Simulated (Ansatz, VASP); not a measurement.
**Ca2PtS2: VASP beside Ansatz**

INCAR

```
ALGO = Normal ; EDIFF = 1E-6
EDIFFG = -0.025 ; ENCUT = 600
GGA = PE ; IBRION = 2
ISIF = 3 ; ISMEAR = 0
IVDW = 12 ; LASPH = True
LCHARG = False ; LREAL = False
LWAVE = False ; NELM = 80
NSW = 90 ; PREC = Accurate
SIGMA = 0.1
```

File KPOINTS:

```
k-points
0
Gamma
  6 6 6
```

Contents of POSCAR:

```
Ca2PtS2
1.0
    4.7272828366      0.0000000000      0.0000000000
   -2.3636414183      4.0939470274      0.0000000000
    0.0000000000      0.0000000000      5.5802696745
Pt S Ca
1 2 2
Direct
    1.0000000000      1.0000000000      0.0000000000
    0.3333333333      0.6666666667      0.2384630688
    0.6666666667      0.3333333333      0.7615369312
    0.3333333333      0.6666666667      0.7402146910
    0.6666666667      0.3333333333      0.2597853090
```

Input for Ansatz:

```yaml
crystal:
  lattice:
    - [4.7272828366, 0.0, 0.0]
    - [-2.3636414183, 4.0939470274, 0.0]
    - [0.0, 0.0, 5.5802696745]
  atoms:
    - { symbol: Pt, position: [1.0, 1.0, 0.0] }
    - { symbol: S, position: [0.3333333333, 0.6666666667, 0.2384630688] }
    - { symbol: S, position: [0.6666666667, 0.3333333333, 0.7615369312] }
    - { symbol: Ca, position: [0.3333333333, 0.6666666667, 0.740214691] }
    - { symbol: Ca, position: [0.6666666667, 0.3333333333, 0.259785309] }
basis:
  ecutwfc: 420
kpoints:
  mp_grid: { grid: [6, 6, 6] }
hamiltonian:
  xc: pbe
  dispersion: d3bj
scf:
  occupations: { method: gaussian, width: 0.1 }
output:
  forces: true
  stress: true
  eigenvalues: true
relax:
  adjacent_minimum: "off"
  f_tol: 0.025
  max_steps: 70
  cell: { stress_tol: 0.12 }
```

Alike in both runs: task relaxation of cell and atoms; functional PBE; dispersion D3(BJ); k mesh 6 × 6 × 6; occupations gaussian, width 0.1 eV; no spin polarisation.

```csv
,VASP,Ansatz
version,VASP 6.6.1,Ansatz 0.2.0
potentials or method,"VASP PAW PBE potentials, release 64 (Pt, S, Ca_sv), cutoff 600 eV","scalar-relativistic, plane waves, PAW"
valence electrons in the cell,42,50
```

```csv
,VASP,Ansatz,Ansatz less VASP
"gap on the k mesh at the Fermi level, each at its own relaxed structure (eV)",none,none,-
relaxed volume (Å³/atom),21.67,21.60,-0.067
relaxed cell length with the largest relative difference (Å),5.589,5.580,-0.0084
```

A gap of «none» marks a metal or a gap that the smearing closes. VASP's potentials hold 42 valence electrons a cell and Ansatz's 50, so a difference there can come from the potentials and not from the codes.

Neither program's run includes spin-orbit coupling.
